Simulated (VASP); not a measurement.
A run of VASP 6.6.1 is set up as follows.

The input INCAR:

```
SYSTEM = Cu
  ALGO = Fast
  EDIFF = 1E-6
  EDIFFG = -0.01
  ENCUT = 600
  GGA = PS
  IBRION = 2
  ISIF = 3
  ISMEAR = 0
  LASPH = .True.
  LCHARG = .False.
  LREAL = .False.
  LWAVE = .False.
  NELM = 60
  NSW = 80
  PREC = Accurate
  SIGMA = 0.1
```

File KPOINTS:

```
k-points
0
Gamma
  18 18 6
  0 0 0
```

POSCAR

```
Cu
1.0
    2.5259048548      0.0000000000      0.0000000000
   -1.2629524274      2.1874977718      0.0000000000
    0.0000000000      0.0000000000      8.2053751378
Cu
4
Direct
    0.0000000000      0.0000000000      0.0000000000
    0.0000000000      0.0000000000      0.5000000000
    0.3333333333      0.6666666667      0.2500000000
    0.6666666667      0.3333333333      0.7500000000
```

Potentials or basis: VASP PAW PBE potentials, release 64 (Cu).

Launch:

```sh
$ cat potpaw_PBE.64/Cu/POTCAR > POTCAR
$ mpirun -np 1 vasp_std > vasp.out
```

Q: Estimate the space group after relaxing (to 0.05 Å).

A: P6_3/mmc (No. 194).

Q: Estimate the relaxed volume.

A: 11.36 Å³/atom.

Stress tensor (GPa, compression positive):
```
0.02 0.00 0.00
0.00 0.02 0.00
0.00 0.00 0.13
```

Caveat: the PAW data sets were made with another functional, which shifts forces and pressure a little.
